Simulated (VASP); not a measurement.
# GaP (ordered beta-tin type) (I-4m2) in VASP: single point with r2SCAN

Aim: the single point of GaP (ordered beta-tin type) with r2SCAN.

Everything below comes from runs of VASP 6.6.1. Logs are shortened: lines on timing, memory, paths and dates and some standing lists are left out, and cuts for length are marked.

### 1 The cell of the first run

Symmetry: I-4m2, No. 119, tetragonal system. The conventional cell has a = 4.607 Å, b = 4.607 Å, c = 2.574 Å, α = 90.00°, β = 90.00°, γ = 90.00°. Within 3.2 Å of Ga (site symmetry -4m2) lie 8 P at 2.39 to 3.01 Å and 2 Ga at 2.57 Å. P (site symmetry -4m2) has 8 Ga at 2.39 to 3.01 Å and 2 P at 2.57 Å within 3.2 Å.

### 2 Single point, r2SCAN

Contents of POSCAR:

```
GaP
1.0
   -2.3035558024      2.3035558024      1.2870727889
    2.3035558024     -2.3035558024      1.2870727889
    2.3035558024      2.3035558024     -1.2870727889
Ga P
1 1
Direct
    0.0000000000      0.0000000000      0.0000000000
    0.7500000000      0.2500000000      0.5000000000
```

Contents of INCAR.step1:

```
PREC = Accurate
ENCUT = 520
ISMEAR = 0
SIGMA = 0.1
LREAL = False
LASPH = True
NELM = 80
NBANDS = 16
GGA = PE
ALGO = Normal
EDIFF = 1E-4
LWAVE = True
LCHARG = False
```

Contents of INCAR.step2:

```
PREC = Accurate
ENCUT = 520
EDIFF = 1E-7
ISMEAR = 0
SIGMA = 0.1
LREAL = False
LASPH = True
NELM = 80
ALGO = Normal
ISIF = 2
LWAVE = False
LCHARG = False
METAGGA = R2SCAN
LMIXTAU = True
NBANDS = 16
ISTART = 1
```

Contents of KPOINTS:

```
regular mesh
0
Gamma
  16 16 16
```

Potentials or basis: VASP PAW PBE potentials, release 64 (Ga_d, P).

Run with:

```bash
$ cat potpaw_PBE.64/Ga_d/POTCAR potpaw_PBE.64/P/POTCAR > POTCAR
$ cp INCAR.step1 INCAR
$ mpirun -np 1 vasp_std > vasp.out
$ cp INCAR.step2 INCAR
$ mpirun -np 1 vasp_std > vasp.out
```

OUTCAR:

```text
PREC = Accurate
   ENCUT = 520
   EDIFF = 1E-7
   ISMEAR = 0
   LREAL = False
   LASPH = True
   NELM = 80
   ISIF = 2
   METAGGA = R2SCAN
   ISTART = 1

 ion  position               nearest neighbor table
   1  0.000  0.000  0.000-   2 2.39   2 2.39   2 2.39   2 2.39
   2  0.750  0.250  0.500-   1 2.39   1 2.39   1 2.39   1 2.39

  LATTYP: Found a body centered tetragonal cell.
 ALAT       =     4.6071116048
 C/A-ratio  =     0.5587330628

  Lattice vectors:

 A1 = (  -2.3035558024,   2.3035558024,   1.2870727889)
 A2 = (   2.3035558024,  -2.3035558024,   1.2870727889)
 A3 = (   2.3035558024,   2.3035558024,  -1.2870727889)

Analysis of symmetry for initial positions (statically):
=====================================================================
 Subroutine PRICEL returns:
 Original cell was already a primitive cell.

 Routine SETGRP: Setting up the symmetry group for a
 body centered tetragonal supercell.

 Subroutine GETGRP returns: Found  8 space group operations
 (whereof  8 operations were pure point group operations)
 out of a pool of 16 trial point group operations.

The static configuration has the point symmetry D_2d.

Analysis of symmetry for dynamics (positions and initial velocities):
=====================================================================
 Subroutine PRICEL returns:
 Original cell was already a primitive cell.

 Routine SETGRP: Setting up the symmetry group for a
 body centered tetragonal supercell.

 Subroutine GETGRP returns: Found  8 space group operations
 (whereof  8 operations were pure point group operations)
 out of a pool of 16 trial point group operations.

The dynamic configuration has the point symmetry D_2d.

 Subroutine INISYM returns: Found  8 space group operations
 (whereof  8 operations are pure point group operations),
 and found     1 'primitive' translations

----------------------------------------------------------------------------------------

                                     Primitive cell

  volume of cell :      27.3187

  direct lattice vectors                    reciprocal lattice vectors
    -2.303555802  2.303555802  1.287072789     0.000000000  0.217055736  0.388478417
     2.303555802 -2.303555802  1.287072789     0.217055736  0.000000000  0.388478417
     2.303555802  2.303555802 -1.287072789     0.217055736  0.217055736  0.000000000

  length of vectors
     3.502755349  3.502755349  3.502755349     0.445004127  0.445004127  0.306963166

  position of ions in fractional coordinates (direct lattice)
     0.000000000  0.000000000  0.000000000
     0.750000000  0.250000000  0.500000000

  ion indices of the primitive-cell ions
   primitive index   ion index
                 1           1
                 2           2

----------------------------------------------------------------------------------------

 KPOINTS: regular mesh

Automatic generation of k-mesh.
 Grid dimensions read from file:
 generate k-points for:   16   16   16

 Generating k-lattice:

  Cartesian coordinates                     Fractional coordinates (reciprocal lattice)
     0.000000000  0.013565983  0.024279901     0.062500000  0.000000000  0.000000000
     0.013565983  0.000000000  0.024279901     0.000000000  0.062500000  0.000000000
     0.013565983  0.013565983  0.000000000     0.000000000  0.000000000  0.062500000

  Length of vectors
     0.027812758  0.027812758  0.019185198

  Shift w.r.t. Gamma in fractional coordinates (k-lattice)
     0.000000000  0.000000000  0.000000000

 Subroutine IBZKPT returns following result:
 ===========================================

 Found    349 irreducible k-points:

 Following reciprocal coordinates:
            Coordinates               Weight
  0.000000  0.000000  0.000000      1.000000
  0.062500 -0.000000  0.000000      8.000000
  0.125000 -0.000000  0.000000      8.000000
  0.187500 -0.000000  0.000000      8.000000
  0.250000 -0.000000  0.000000      8.000000
  0.312500 -0.000000  0.000000      8.000000
[... 16 lines left out ...]
 -0.125000  0.062500 -0.000000     16.000000
 -0.062500  0.062500  0.000000      4.000000
 [... further k-points ...]
   k-points           NKPTS =    349   k-points in BZ     NKDIM =    349   number of bands    NBANDS=     16
   number of dos      NEDOS =    301   number of ions     NIONS =      2
   total plane-waves  NPLWV =  21952
   dimension x,y,z NGX =    28 NGY =   28 NGZ =   28
   dimension x,y,z NGXF=    56 NGYF=   56 NGZF=   56
   ions per type =               1   1
   NGX,Y,Z   is equivalent  to a cutoff of  13.29, 13.29, 13.29 a.u.
   NGXF,Y,Z  is equivalent  to a cutoff of  26.58, 26.58, 26.58 a.u.
 SYSTEM =  unknown system
   PREC   = accura    normal or accurate (medium, high low for compatibility)
   ISTART =      1    job   : 0-new  1-cont  2-samecut
   ICHARG =      0    charge: 1-file 2-atom 10-const
   ISPIN  =      1    spin polarized calculation?
   LNONCOLLINEAR =      F non collinear calculations
   LSORBIT =      F    spin-orbit coupling
   LASPH  =      T    aspherical Exc in radial PAW
   ENCUT  =  520.0 eV  38.22 Ry    6.18 a.u.   6.51  6.51  6.51*2*pi/ulx,y,z
   NELM   =     80;   NELMIN=  2; NELMDL=  0     # of ELM steps
   EDIFF  = 0.1E-06   stopping-criterion for ELM
   LREAL  =      F    real-space projection
   EDIFFG = 0.1E-05   stopping-criterion for IOM
   NSW    =      0    number of steps for IOM
   IBRION =     -1    ionic relax: 0-MD 1-quasi-New 2-CG
   NFREE  =      0    steps in history (QN), initial steepest desc. (CG)
   ISIF   =      2    stress and relaxation
   ISYM   =      2    0-nonsym 1-usesym 2-fastsym
   POTIM  = 0.5000    time-step for ionic-motion
   TEBEG  =    0.0;   TEEND  =   0.0 temperature during run
   PSTRESS=    0.0 pullay stress
   NELECT =      18.0000    total number of electrons
   NUPDOWN=      -1.0000    fix difference up-down
   EMIN   =  10.00;   EMAX   =-10.00  energy-range for DOS
   EFERMI =   0.00;   METHOD = LEGACY
   ISMEAR =     0;   SIGMA  =   0.10  broadening in eV -4-tet -1-fermi 0-gaus
   EFERMI_NEDOS =   21; number of points for ismear=-14 and -15
   IALGO  =     38    algorithm
   IMIX   =      4    mixing-type and parameters
     AMIX     =   0.40;   BMIX     =  1.00
     AMIX_MAG =   1.60;   BMIX_MAG =  1.00
  volume/ion in A,a.u.               =      13.66        92.18
  Fermi-wavevector in a.u.,A,eV,Ry     =   1.424554  2.692016 27.611025  2.029353
  Thomas-Fermi vector in A             =   2.545032
   LORBIT       =      0    0 simple, 1 ext, 2 COOP (PROOUT), +10 PAW based schemes
   METAGGA = R2SCAN    functional components
   LHFCALC =     F    Hartree Fock is set to
   AEXX    =    0.0000 exact exchange contribution
   IVDW    =     0    specifies the selected vdW correction
   LEPSILON=     F    determine dielectric tensor
   LRPA    =     F    only Hartree local field effects (RPA)
 non-spin polarized calculation
 Gauss-broadening in eV      SIGMA  =   0.10
  energy-cutoff  :      520.00
  volume of cell :       27.32
 maximum number of plane-waves:       753
 NGX is ok and might be reduce to    28
   NGX = 13   NGY = 13   NGZ = 13

 number of electron      17.9999990 magnetization

 Free energy of the ion-electron system (eV)
  ---------------------------------------------------
  ext. energy  EPLUGINS =         0.00000000
  ---------------------------------------------------
  free energy    TOTEN  =       -19.91308230 eV

  energy without entropy =      -19.91109257  energy(sigma->0) =      -19.91208744

 E-fermi :   9.7918     XC(G=0): -13.0872

 val. band max:        9.7704287108   @ k =  -0.1875  -0.2500   0.1250
 cond. band min:       9.8021403099   @ k =  -0.4375   0.4375   0.1250
 fundamental gap:      0.0317115990
 Fermi energy:         9.7918368473

 k-point     1 :       0.0000    0.0000    0.0000
  band No.  band energies     occupation
      1      -6.8904      2.00000
      2      -6.4027      2.00000
      3      -6.1800      2.00000
      4      -6.1450      2.00000
      5      -5.9632      2.00000
      6      -5.9631      2.00000
[... 8 lines left out ...]
     15      21.1697      0.00000
     16      24.2948      0.00000

 k-point     2 :       0.0625   -0.0000    0.0000
  band No.  band energies     occupation
      1      -6.8074      2.00000
      2      -6.3491      2.00000
      3      -6.1749      2.00000
      4      -6.1438      2.00000
      5      -5.9755      2.00000
      6      -5.9745      2.00000
[... 8 lines left out ...]
     15      22.1561      0.00000
     16      23.2636      0.00000

 k-point     3 :       0.1250   -0.0000    0.0000
  band No.  band energies     occupation
      1      -6.6187      2.00000
      2      -6.1951      2.00000
      3      -6.1612      2.00000
      4      -6.1004      2.00000
      5      -6.0099      2.00000
      6      -5.9827      2.00000
[... 8 lines left out ...]
     15      21.5350      0.00000
     16      22.9022      0.00000

 k-point     4 :       0.1875   -0.0000    0.0000
  band No.  band energies     occupation
      1      -6.4494      2.00000
      2      -6.1727      2.00000
      3      -6.1459      2.00000
      4      -6.0773      2.00000
      5      -6.0558      2.00000
      6      -5.5722      2.00000
[... 8 lines left out ...]
     15      20.5483      0.00000
     16      23.1566      0.00000

 k-point     5 :       0.2500   -0.0000    0.0000
  band No.  band energies     occupation
      1      -6.3364      2.00000
      2      -6.1681      2.00000
      3      -6.1595      2.00000
      4      -6.1100      2.00000
      5      -6.0776      2.00000
      6      -4.7938      2.00000
[... 8 lines left out ...]
     15      19.7222      0.00000
     16      23.9087      0.00000

 k-point     6 :       0.3125   -0.0000    0.0000
  band No.  band energies     occupation
      1      -6.3155      2.00000
      2      -6.2107      2.00000
      3      -6.1585      2.00000
      4      -6.0746      2.00000
      5      -6.0611      2.00000
      6      -3.7760      2.00000
[... 8 lines left out ...]
     15      19.1632      0.00000
     16      24.9635      0.00000

 k-point     7 :       0.3750   -0.0000    0.0000
  band No.  band energies     occupation
      1      -6.3440      2.00000
      2      -6.2609      2.00000
      3      -6.1670      2.00000
      4      -6.0397      2.00000
      5      -5.9843      2.00000
      6      -2.5574      2.00000
[... 8 lines left out ...]
     15      19.7666      0.00000
     16      26.1918      0.00000

 k-point     8 :       0.4375   -0.0000    0.0000
  band No.  band energies     occupation
      1      -6.3707      2.00000
      2      -6.2952      2.00000
      3      -6.1730      2.00000
      4      -6.0244      2.00000
      5      -5.9158      2.00000
      6      -1.2171      2.00000
[... 8 lines left out ...]
     15      21.6192      0.00000
     16      25.1015      0.00000

 k-point     9 :       0.5000   -0.0000    0.0000
  band No.  band energies     occupation
      1      -6.3807      2.00000
      2      -6.3073      2.00000
      3      -6.1750      2.00000
      4      -6.0189      2.00000
      5      -5.8911      2.00000
      6      -0.3086      2.00000
[... 8 lines left out ...]
     15      22.8742      0.00000
     16      23.6845      0.00000
[... 172 lines left out ...]
 k-point    19 :      -0.3750    0.0625    0.0000
  band No.  band energies     occupation
      1      -6.3273      2.00000
      2      -6.2138      2.00000
      3      -6.1623      2.00000
      4      -6.0671      2.00000
      5      -6.0470      2.00000
      6      -3.4789      2.00000
[... 8 lines left out ...]
     15      20.0040      0.00000
     16      24.6177      0.00000

 k-point    20 :      -0.3125    0.0625   -0.0000
  band No.  band energies     occupation
      1      -6.3328      2.00000
      2      -6.1758      2.00000
      3      -6.1620      2.00000
      4      -6.1081      2.00000
      5      -6.0658      2.00000
      6      -4.5452      2.00000
[... 8 lines left out ...]
     15      20.4184      0.00000
     16      23.5931      0.00000

 k-point    21 :      -0.2500    0.0625   -0.0000
  band No.  band energies     occupation
      1      -6.4180      2.00000
      2      -6.1897      2.00000
      3      -6.1434      2.00000
      4      -6.0799      2.00000
      5      -6.0512      2.00000
      6      -5.3843      2.00000
[... 8 lines left out ...]
     15      21.1099      0.00000
     16      22.9485      0.00000

 k-point    22 :      -0.1875    0.0625    0.0000
  band No.  band energies     occupation
      1      -6.5547      2.00000
      2      -6.1992      2.00000
      3      -6.1556      2.00000
      4      -6.0828      2.00000
      5      -6.0083      2.00000
      6      -5.9117      2.00000
[... 8 lines left out ...]
     15      21.7504      0.00000
     16      22.9947      0.00000

 k-point    23 :      -0.1250    0.0625   -0.0000
  band No.  band energies     occupation
      1      -6.7290      2.00000
      2      -6.3304      2.00000
      3      -6.1700      2.00000
      4      -6.1491      2.00000
      5      -5.9745      2.00000
      6      -5.9683      2.00000
[... 8 lines left out ...]
     15      22.5106      0.00000
     16      22.8063      0.00000

 k-point    24 :      -0.0625    0.0625    0.0000
  band No.  band energies     occupation
      1      -6.8452      2.00000
      2      -6.3967      2.00000
      3      -6.1774      2.00000
      4      -6.1488      2.00000
      5      -5.9624      2.00000
      6      -5.9618      2.00000
[... 8 lines left out ...]
     15      22.1595      0.00000
     16      24.1883      0.00000

 [... further k-points ...]

------------------------ aborting loop because EDIFF is reached ----------------------------------------

  FORCE on cell =-STRESS in cart. coord.  units (eV):
  Direction    XX          YY          ZZ          XY          YZ          ZX
  --------------------------------------------------------------------------------------
  -------------------------------------------------------------------------------------
  Total        4.0606647      4.0606647      4.0896254      0.0000000      0.0000000      0.0000000
  in kB      238.1481100    238.1481100    239.8465856      0.0000000      0.0000000      0.0000000
  external PRESSURE =     238.7142686 kB  Pullay stress =       0.0000000 kB

 VOLUME and BASIS-vectors are now :
 -----------------------------------------------------------------------------
  energy-cutoff  :      520.00
  volume of cell :       27.32
      direct lattice vectors                 reciprocal lattice vectors
    -2.303555802  2.303555802  1.287072789     0.000000000  0.217055736  0.388478417
     2.303555802 -2.303555802  1.287072789     0.217055736  0.000000000  0.388478417
     2.303555802  2.303555802 -1.287072789     0.217055736  0.217055736  0.000000000

 POSITION                                       TOTAL-FORCE (eV/Angst)
 -----------------------------------------------------------------------------------
      0.00000      0.00000      0.00000         0.000000      0.000000     -0.000000
      0.00000      2.30356      0.64354        -0.000000     -0.000000      0.000000
 -----------------------------------------------------------------------------------
    total drift:                                0.000012     -0.000012      0.000000

  FREE ENERGIE OF THE ION-ELECTRON SYSTEM (eV)
  ---------------------------------------------------
  free  energy   TOTEN  =       -19.9130823012 eV

  energy  without entropy=      -19.9110925696  energy(sigma->0) =      -19.91208744
```

It took 14 min on 1 thread of AMD EPYC 7R13 (Zen 3), shared host; peak memory 0.26 GiB.

What came out:

| Item | Value |
| --- | --- |
| Free energy | -19.9131 eV |
| Pressure | 23.9 GPa |
| Band gap on the k mesh | zero (bands 9 and 10 overlap by 6.91 eV) |

Caveat: the cell stands under pressure; the PAW data sets were made with another functional, which shifts forces and pressure a little.

The gap in the log of VASP goes by the Fermi energy; the results here count the filled bands.